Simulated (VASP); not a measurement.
TiSe2:

```
Ti Se
1.0
     3.55657    0.00000    0.00000
    -1.77828    3.08008    0.00000
     0.00000    0.00000    6.34763
Ti Se
1 2
Direct
  0.00000 0.00000 0.00000
  0.33333 0.66667 0.23993
  0.66667 0.33333 0.76007
```

- Program: VASP 6.6.1
- Task: relaxation of cell and atoms
- Functional: PBE
- Dispersion: D3(BJ)
- Potentials or basis: VASP PAW PBE potentials, release 64 (Ti_sv, Se)
- Cutoff: 500 eV
- k mesh: 15 × 15 × 8
- Occupations: gaussian, width 0.1 eV
- Spin: no spin polarisation

At the start: pressure -2.0 GPa; volume 23.18 Å³/atom.

Task: Where does the relaxation end?

Result: Over 14 steps the energy falls by 28.5 meV/atom and the volume is 20.54 Å³/atom (-11.4 %); space group P-3m1 (No. 164, to 0.05 Å).

The path:
```tsv
step	energy change (eV)	largest force (eV/Å)	pressure (GPa)	volume (Å³)
1	0.0000	0.1897	-2.01	69.54
2	-0.0207	0.5100	0.84	66.65
3	-0.0209	0.4855	0.62	66.85
4	-0.0394	0.2451	0.15	65.99
5	-0.0425	0.1002	-0.13	65.48
6	-0.0522	0.0789	-0.29	65.03
7	-0.0748	0.0118	-0.66	63.63
8	-0.0681	0.2025	-0.53	60.74
9	-0.0834	0.0050	-0.59	62.67
10	-0.0844	0.0432	-0.62	62.18
11	-0.0752	0.2358	2.19	60.04
12	-0.0852	0.0177	-0.03	61.70
13	-0.0855	0.0121	-0.01	61.60
14	-0.0855	0.0082	-0.01	61.62
```

Final structure:
```
Ti Se
1.0
     3.48233    0.00000    0.00000
    -1.74117    3.01579    0.00000
     0.00000    0.00000    5.86715
Ti Se
1 2
Cartesian
  0.0000 0.0000 0.0000
  0.0000 2.0105 1.5554
  1.7412 1.0053 4.3118
```
